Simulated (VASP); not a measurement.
A run of VASP 6.6.1:

File INCAR:

```
SYSTEM = Cs2SnI6
ALGO     = Normal         ! electronic algorithm
EDIFF    = 1E-6           ! SCF threshold, eV
ENCUT    = 500            ! plane-wave cutoff, eV
GGA      = PE             ! functional
GGA_COMPAT= .False.      
ISIF     = 2              ! what is computed and relaxed
ISMEAR   = 0              ! smearing method
LASPH    = .True.         ! aspherical terms in the spheres
LCHARG   = .False.        ! write CHGCAR
LREAL    = .False.        ! projectors in reciprocal space
LWAVE    = .False.        ! write WAVECAR
NBANDS   = 47             ! bands
NELM     = 120            ! most SCF steps
PREC     = Accurate       ! precision mode
SIGMA    = 0.01           ! smearing width, eV
```

KPOINTS

```
k-points
0
Gamma
  4 4 4
  0 0 0
```

POSCAR

```
Cs2SnI6
1.0
    0.0000000000      6.0807052464      6.0807052464
    6.0807052464      0.0000000000      6.0807052464
    6.0807052464      6.0807052464      0.0000000000
Cs Sn I
2 1 6
Direct
    0.2500000000      0.2500000000      0.2500000000
    0.7500000000      0.7500000000      0.7500000000
    0.0000000000      0.0000000000      0.0000000000
    0.2416514971      0.7583485029      0.7583485029
    0.2416514971      0.7583485029      0.2416514971
    0.7583485029      0.2416514971      0.7583485029
    0.7583485029      0.2416514971      0.2416514971
    0.7583485029      0.7583485029      0.2416514971
    0.2416514971      0.2416514971      0.7583485029
```

Potentials or basis: VASP PAW PBE potentials, release 64 (Cs_sv, Sn_d, I).

Command:

```bash
$ cat potpaw_PBE.64/Cs_sv/POTCAR potpaw_PBE.64/Sn_d/POTCAR potpaw_PBE.64/I/POTCAR > POTCAR
$ mpirun -np 1 vasp_std > vasp.out
```

Hardware: 1 thread of Intel Xeon 8259CL (shared host).

**Question.** How long does it take, and how much memory?

**Answer.** Wall time 8.2 min on 1 thread of Intel Xeon 8259CL, with other jobs on the host, peak memory 0.68 GiB. Counts: scf iterations 14, k points 8.
